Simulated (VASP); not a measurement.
# AlP (F-43m) in VASP: further runs

AlP is run at these levels: BLYP, PBE+D3(BJ); tasks: single point.

All numbers are computed with VASP 6.6.1; they aren't measurements. Logs are shortened: lines on timing, memory, paths and dates and some standing lists are left out, and cuts for length are marked.

## Step 1: The cell of the first run

Symmetry: F-43m, No. 216, cubic system. The conventional cell has a = 5.487 Å, b = 5.487 Å, c = 5.487 Å, α = 90.00°, β = 90.00°, γ = 90.00°. Within 3.1 Å of Al (site symmetry -43m) lie 4 P at 2.38 Å. P (site symmetry -43m) has 4 Al at 2.38 Å within 3.1 Å.

## Step 2: Single point, BLYP (volume scaled by 0.96)

INCAR reads:

```
SYSTEM = AlP
PREC     = Accurate       ! precision mode
ENCUT    = 500            ! plane-wave cutoff, eV
EDIFF    = 1E-6           ! SCF threshold, eV
ISMEAR   = 0              ! smearing method
SIGMA    = 0.05           ! smearing width, eV
LREAL    = .False.        ! projectors in reciprocal space
LASPH    = .True.         ! aspherical terms in the spheres
NELM     = 120            ! most SCF steps
ALGO     = Normal         ! electronic algorithm
ISIF     = 2              ! what is computed and relaxed
LWAVE    = .False.        ! write WAVECAR
LCHARG   = .True.         ! write CHGCAR
GGA      = B5             ! functional
ALDAX    = 1.0          
AGGAX    = 1.0          
AGGAC    = 1.0          
ALDAC    = 0.0          
LELF     = .True.         ! ELF
LVHAR    = .True.       
NBANDS   = 11             ! bands
GGA_COMPAT= .False.
```

KPOINTS reads:

```
Automatic mesh
0
Gamma
  8 8 8
  0 0 0
```

POSCAR reads:

```
AlP
1.0
    0.0000000000      2.7435189903      2.7435189903
    2.7435189903      0.0000000000      2.7435189903
    2.7435189903      2.7435189903      0.0000000000
Al P
1 1
Direct
    0.0000000000      0.0000000000      0.0000000000
    0.7500000000      0.7500000000      0.7500000000
```

Potentials or basis: VASP PAW PBE potentials, release 64 (Al, P).

Command:

```
$ cat potpaw_PBE.64/Al/POTCAR potpaw_PBE.64/P/POTCAR > POTCAR
$ mpirun -np 1 vasp_std > vasp.out
```

OUTCAR:

```text
SYSTEM = AlP
   PREC = Accurate
   ENCUT = 500
   EDIFF = 1E-6
   ISMEAR = 0
   LREAL = .False.
   LASPH = .True.
   NELM = 120
   ISIF = 2
   GGA = B5

 ion  position               nearest neighbor table
   1  0.000  0.000  0.000-   2 2.38   2 2.38   2 2.38   2 2.38
   2  0.750  0.750  0.750-   1 2.38   1 2.38   1 2.38   1 2.38

  LATTYP: Found a face centered cubic cell.
 ALAT       =     5.4870379806

  Lattice vectors:

 A1 = (   0.0000000000,   2.7435189903,   2.7435189903)
 A2 = (   2.7435189903,   0.0000000000,   2.7435189903)
 A3 = (   2.7435189903,   2.7435189903,   0.0000000000)

Analysis of symmetry for initial positions (statically):
=====================================================================
 Subroutine PRICEL returns:
 Original cell was already a primitive cell.

 Routine SETGRP: Setting up the symmetry group for a
 face centered cubic supercell.

 Subroutine GETGRP returns: Found 24 space group operations
 (whereof 24 operations were pure point group operations)
 out of a pool of 48 trial point group operations.

The static configuration has the point symmetry T_d .

Analysis of symmetry for dynamics (positions and initial velocities):
=====================================================================
 Subroutine PRICEL returns:
 Original cell was already a primitive cell.

 Routine SETGRP: Setting up the symmetry group for a
 face centered cubic supercell.

 Subroutine GETGRP returns: Found 24 space group operations
 (whereof 24 operations were pure point group operations)
 out of a pool of 48 trial point group operations.

The dynamic configuration has the point symmetry T_d .

 Subroutine INISYM returns: Found 24 space group operations
 (whereof 24 operations are pure point group operations),
 and found     1 'primitive' translations

----------------------------------------------------------------------------------------

                                     Primitive cell

  volume of cell :      41.3004

  direct lattice vectors                    reciprocal lattice vectors
     0.000000000  2.743518990  2.743518990    -0.182247691  0.182247691  0.182247691
     2.743518990  0.000000000  2.743518990     0.182247691 -0.182247691  0.182247691
     2.743518990  2.743518990  0.000000000     0.182247691  0.182247691 -0.182247691

  length of vectors
     3.879921765  3.879921765  3.879921765     0.315662260  0.315662260  0.315662260

  position of ions in fractional coordinates (direct lattice)
     0.000000000  0.000000000  0.000000000
     0.750000000  0.750000000  0.750000000

  ion indices of the primitive-cell ions
   primitive index   ion index
                 1           1
                 2           2

----------------------------------------------------------------------------------------

 KPOINTS: Automatic mesh

Automatic generation of k-mesh.
 Grid dimensions read from file:
 generate k-points for:    8    8    8

 Generating k-lattice:

  Cartesian coordinates                     Fractional coordinates (reciprocal lattice)
    -0.022780961  0.022780961  0.022780961     0.125000000  0.000000000  0.000000000
     0.022780961 -0.022780961  0.022780961     0.000000000  0.125000000  0.000000000
     0.022780961  0.022780961 -0.022780961     0.000000000  0.000000000  0.125000000

  Length of vectors
     0.039457782  0.039457782  0.039457782

  Shift w.r.t. Gamma in fractional coordinates (k-lattice)
     0.000000000  0.000000000  0.000000000

 Subroutine IBZKPT returns following result:
 ===========================================

 Found     29 irreducible k-points:

 Following reciprocal coordinates:
            Coordinates               Weight
  0.000000  0.000000  0.000000      1.000000
  0.125000  0.000000  0.000000      8.000000
  0.250000  0.000000  0.000000      8.000000
  0.375000  0.000000  0.000000      8.000000
  0.500000  0.000000  0.000000      4.000000
  0.125000  0.125000  0.000000      6.000000
[... 16 lines left out ...]
  0.500000  0.250000  0.125000     48.000000
 -0.375000  0.250000  0.125000     24.000000
 [... further k-points ...]
   k-points           NKPTS =     29   k-points in BZ     NKDIM =     29   number of bands    NBANDS=     11
   number of dos      NEDOS =    301   number of ions     NIONS =      2
   total plane-waves  NPLWV =  21952
   dimension x,y,z NGX =    28 NGY =   28 NGZ =   28
   dimension x,y,z NGXF=    56 NGYF=   56 NGZF=   56
   ions per type =               1   1
   NGX,Y,Z   is equivalent  to a cutoff of  12.00, 12.00, 12.00 a.u.
   NGXF,Y,Z  is equivalent  to a cutoff of  23.99, 23.99, 23.99 a.u.
 SYSTEM =  AlP
   PREC   = accura    normal or accurate (medium, high low for compatibility)
   ISTART =      0    job   : 0-new  1-cont  2-samecut
   ICHARG =      2    charge: 1-file 2-atom 10-const
   ISPIN  =      1    spin polarized calculation?
   LNONCOLLINEAR =      F non collinear calculations
   LSORBIT =      F    spin-orbit coupling
   LASPH  =      T    aspherical Exc in radial PAW
   ENCUT  =  500.0 eV  36.75 Ry    6.06 a.u.   7.07  7.07  7.07*2*pi/ulx,y,z
   NELM   =    120;   NELMIN=  2; NELMDL= -5     # of ELM steps
   EDIFF  = 0.1E-05   stopping-criterion for ELM
   LREAL  =      F    real-space projection
   EDIFFG = 0.1E-04   stopping-criterion for IOM
   NSW    =      0    number of steps for IOM
   IBRION =     -1    ionic relax: 0-MD 1-quasi-New 2-CG
   NFREE  =      0    steps in history (QN), initial steepest desc. (CG)
   ISIF   =      2    stress and relaxation
   ISYM   =      2    0-nonsym 1-usesym 2-fastsym
   POTIM  = 0.5000    time-step for ionic-motion
   TEBEG  =    0.0;   TEEND  =   0.0 temperature during run
   PSTRESS=    0.0 pullay stress
   NELECT =       8.0000    total number of electrons
   NUPDOWN=      -1.0000    fix difference up-down
   EMIN   =  10.00;   EMAX   =-10.00  energy-range for DOS
   EFERMI =   0.00;   METHOD = LEGACY
   ISMEAR =     0;   SIGMA  =   0.05  broadening in eV -4-tet -1-fermi 0-gaus
   EFERMI_NEDOS =   21; number of points for ismear=-14 and -15
   IALGO  =     38    algorithm
   IMIX   =      4    mixing-type and parameters
     AMIX     =   0.40;   BMIX     =  1.00
     AMIX_MAG =   1.60;   BMIX_MAG =  1.00
  volume/ion in A,a.u.               =      20.65       139.35
  Fermi-wavevector in a.u.,A,eV,Ry     =   0.947226  1.789997 12.207647  0.897237
  Thomas-Fermi vector in A             =   2.075299
   LORBIT       =      0    0 simple, 1 ext, 2 COOP (PROOUT), +10 PAW based schemes
   GGA     = B5    functional components
   LHFCALC =     F    Hartree Fock is set to
   AEXX    =    0.0000 exact exchange contribution
   IVDW    =     0    specifies the selected vdW correction
   LEPSILON=     F    determine dielectric tensor
   LRPA    =     F    only Hartree local field effects (RPA)
 non-spin polarized calculation
 Gauss-broadening in eV      SIGMA  =   0.05
  energy-cutoff  :      500.00
  volume of cell :       41.30
 maximum number of plane-waves:      1067
   NGX = 15   NGY = 15   NGZ = 15

 number of electron       8.0000001 magnetization

 Free energy of the ion-electron system (eV)
  ---------------------------------------------------
  ext. energy  EPLUGINS =         0.00000000
  ---------------------------------------------------
  free energy    TOTEN  =        -9.12574781 eV

  energy without entropy =       -9.12574781  energy(sigma->0) =       -9.12574781

 E-fermi :   5.1380     XC(G=0):  -8.5296

 val. band max:        4.8499372733   @ k =   0.0000   0.0000   0.0000
 cond. band min:       6.7184559285   @ k =   0.5000   0.5000   0.0000
 fundamental gap:      1.8685186553
 Fermi energy:         5.1380362164

 k-point     1 :       0.0000    0.0000    0.0000
  band No.  band energies     occupation
      1      -6.5156      2.00000
      2       4.8499      2.00000
      3       4.8499      2.00000
      4       4.8499      2.00000
      5       8.1105      0.00000
      6       9.4951      0.00000
      7       9.4951      0.00000
      8       9.4951      0.00000
      9      13.8138      0.00000
     10      13.8138      0.00000
     11      15.2308      0.00000

 k-point     2 :       0.1250    0.0000    0.0000
  band No.  band energies     occupation
      1      -6.3485      2.00000
      2       3.6602      2.00000
      3       4.7076      2.00000
      4       4.7076      2.00000
      5       8.5588      0.00000
      6       9.7707      0.00000
      7       9.7707      0.00000
      8       9.9731      0.00000
      9      13.3533      0.00000
     10      13.3533      0.00000
     11      15.8875      0.00000

 k-point     3 :       0.2500    0.0000    0.0000
  band No.  band energies     occupation
      1      -5.8801      2.00000
      2       1.7602      2.00000
      3       4.4222      2.00000
      4       4.4222      2.00000
      5       8.2124      0.00000
      6      10.0923      0.00000
      7      10.0923      0.00000
      8      11.7935      0.00000
      9      13.3244      0.00000
     10      13.3244      0.00000
     11      15.4516      0.00000

 k-point     4 :       0.3750    0.0000    0.0000
  band No.  band energies     occupation
      1      -5.2566      2.00000
      2       0.1678      2.00000
      3       4.1916      2.00000
      4       4.1916      2.00000
      5       7.8385      0.00000
      6       9.9452      0.00000
      7       9.9452      0.00000
      8      13.1997      0.00000
      9      14.6645      0.00000
     10      14.6645      0.00000
     11      15.5687      0.00000
[... 239 lines left out ...]
 k-point    22 :       0.3750    0.2500    0.1250
  band No.  band energies     occupation
      1      -5.4842      2.00000
      2       1.4166      2.00000
      3       3.0425      2.00000
      4       3.9724      2.00000
      5       8.8308      0.00000
      6       9.7382      0.00000
      7      10.4358      0.00000
      8      11.7004      0.00000
      9      13.2796      0.00000
     10      15.6894      0.00000
     11      17.8189      0.00000

 k-point    23 :       0.5000    0.2500    0.1250
  band No.  band energies     occupation
      1      -4.9149      2.00000
      2       0.3434      2.00000
      3       2.4920      2.00000
      4       3.6103      2.00000
      5       8.9356      0.00000
      6       9.7583      0.00000
      7      10.9766      0.00000
      8      12.0264      0.00000
      9      14.3942      0.00000
     10      16.2330      0.00000
     11      17.7830      0.00000

 k-point    24 :      -0.3750    0.2500    0.1250
  band No.  band energies     occupation
      1      -4.6076      2.00000
      2      -0.1890      2.00000
      3       2.3565      2.00000
      4       3.4333      2.00000
      5       8.9275      0.00000
      6       9.5157      0.00000
      7      11.7914      0.00000
      8      12.6401      0.00000
      9      13.9022      0.00000
     10      16.4239      0.00000
     11      17.5848      0.00000

 [... further k-points ...]
[... 5 lines left out ...]
  --------------------------------------------------------------------------------------
  -------------------------------------------------------------------------------------
  Total        0.8827560      0.8827560      0.8827560      0.0000000      0.0000000     -0.0000000
  in kB       34.2450161     34.2450161     34.2450161      0.0000000      0.0000000     -0.0000000
  external PRESSURE =      34.2450161 kB  Pullay stress =       0.0000000 kB

 VOLUME and BASIS-vectors are now :
 -----------------------------------------------------------------------------
  energy-cutoff  :      500.00
  volume of cell :       41.30
      direct lattice vectors                 reciprocal lattice vectors
     0.000000000  2.743518990  2.743518990    -0.182247691  0.182247691  0.182247691
     2.743518990  0.000000000  2.743518990     0.182247691 -0.182247691  0.182247691
     2.743518990  2.743518990  0.000000000     0.182247691  0.182247691 -0.182247691

 POSITION                                       TOTAL-FORCE (eV/Angst)
 -----------------------------------------------------------------------------------
      0.00000      0.00000      0.00000        -0.000000      0.000000     -0.000000
      4.11528      4.11528      4.11528         0.000000     -0.000000      0.000000
 -----------------------------------------------------------------------------------
    total drift:                                0.000000      0.000000      0.000000

  FREE ENERGIE OF THE ION-ELECTRON SYSTEM (eV)
  ---------------------------------------------------
  free  energy   TOTEN  =        -9.1257478070 eV

  energy  without entropy=       -9.1257478070  energy(sigma->0) =       -9.12574781
```

Wall time 24 s (1 thread of Intel Xeon Platinum 8488C (Sapphire Rapids), shared host); peak memory 0.15 GiB.

Results:

| Quantity | Value |
| --- | --- |
| Free energy | -9.1257 eV |
| Pressure | 3.4 GPa |
| Band gap on the k mesh | 1.87 eV, indirect (least direct gap 3.26 eV) |

Caveat: the PAW data sets were made with another functional, which shifts forces and pressure a little. A k mesh can miss the band edges.

## Step 3: Single point, PBE+D3(BJ) (volume scaled by 1.04)

INCAR reads:

```
SYSTEM = AlP
PREC = Accurate
ENCUT = 500
EDIFF = 1E-6
ISMEAR = 0
SIGMA = 0.05
LREAL = .FALSE.
LASPH = .TRUE.
NELM = 120
ALGO = Normal
ISIF = 2
LWAVE = .FALSE.
LCHARG = .TRUE.
GGA = PE
IVDW = 12
LELF = .TRUE.
LVHAR = .TRUE.
NBANDS = 11
GGA_COMPAT = .FALSE.
```

KPOINTS reads:

```
regular mesh
0
G
  8 8 8
  0 0 0
```

POSCAR reads:

```
AlP
1.0
    0.0000000000      2.7620319205      2.7620319205
    2.7620319205      0.0000000000      2.7620319205
    2.7620319205      2.7620319205      0.0000000000
Al P
1 1
Direct
    0.0000000000      0.0000000000      0.0000000000
    0.7500000000      0.7500000000      0.7500000000
```

Potentials or basis: VASP PAW PBE potentials, release 64 (Al, P).

Command:

```
$ cat potpaw_PBE.64/Al/POTCAR potpaw_PBE.64/P/POTCAR > POTCAR
$ mpirun -np 1 vasp_std > vasp.out
```

Wall time 16 s (1 thread of Intel Xeon Platinum 8488C (Sapphire Rapids), shared host); peak memory 0.16 GiB.

The run converged. Its results:

- Free energy: -10.9686 eV
- Pressure: -3.3 GPa
- Band gap on the k mesh: 1.65 eV, indirect (least direct gap 3.01 eV)
- Dispersion energy per atom: -0.296 eV

Levels at points of the mesh, in eV from the valence-band top:
| k point | band 2 | band 3 | band 4 | band 5 | band 6 | band 7 |
| --- | --- | --- | --- | --- | --- | --- |
| (0.00, 0.00, 0.00) | 0.00 | 0.00 | 0.00 | 3.01 | 4.51 | 4.51 |
| (0.50, 0.00, 0.00) | -5.37 | -0.74 | -0.74 | 2.68 | 4.81 | 4.81 |
| (0.50, 0.50, 0.00) | -5.19 | -2.03 | -2.03 | 1.65 | 2.48 | 10.77 |

 A k mesh can miss the band edges.
